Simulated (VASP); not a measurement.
Input of a VASP 6.6.1 run:

The input INCAR:

```
SYSTEM = Al12O
PREC     = Accurate       ! precision mode
ENCUT    = 520            ! plane-wave cutoff, eV
EDIFF    = 1E-6           ! SCF threshold, eV
ISMEAR   = 0              ! smearing method
SIGMA    = 0.1            ! smearing width, eV
LREAL    = .False.        ! projectors in reciprocal space
LASPH    = .True.         ! aspherical terms in the spheres
NELM     = 100            ! most SCF steps
ALGO     = Normal         ! electronic algorithm
ISIF     = 2              ! what is computed and relaxed
LWAVE    = .False.        ! write WAVECAR
LCHARG   = .True.         ! write CHGCAR
LELF     = .True.         ! ELF
LVHAR    = .True.       
NBANDS   = 33             ! bands
```

KPOINTS

```
regular mesh
0
Gamma
  3 3 1
  0 0 0
```

Contents of POSCAR:

```
Al12O
1.0
    5.7275650000      0.0000000000      0.0000000000
    2.8637820000      4.9602170000      0.0000000000
    0.0000000000      0.0000000000     17.6765370000
Al O
12 1
Direct
    0.1666666208      0.1666667003      0.0565722234
    0.6666667081      0.1666667003      0.0565722234
    0.1666666712      0.6666665995      0.0565722234
    0.6666667585      0.6666665995      0.0565722234
   -0.1670992206      0.3335483105      0.1864590332
    0.3329283966      0.3335543586      0.1879692838
   -0.1671036407      0.8335250252      0.1864572795
    0.3328691167      0.8335772407      0.1864730631
   -0.0003951250      0.0002126923      0.3110076934
    0.4936769022      0.0123788939      0.3202448534
    0.0120734621      0.4939263746      0.3203126834
    0.4935744714      0.4940076210      0.3202533958
    0.6663484116      0.6668147785      0.3590348042
```

Potentials or basis: VASP PAW LDA potentials, release 64 (Al, O).

The run is started by

```console
$ cat potpaw_LDA.64/Al/POTCAR potpaw_LDA.64/O/POTCAR > POTCAR
$ mpirun -np 1 vasp_std > vasp.out
```

(1) Estimate the band gap on the k mesh.

(2) What does it give for the largest force?

## Answers

(1) zero (bands 21 and 22 overlap by 0.39 eV).

(2) 0.125 eV/Å.

Caveat: the k points lie up to 0.42 Å⁻¹ apart.
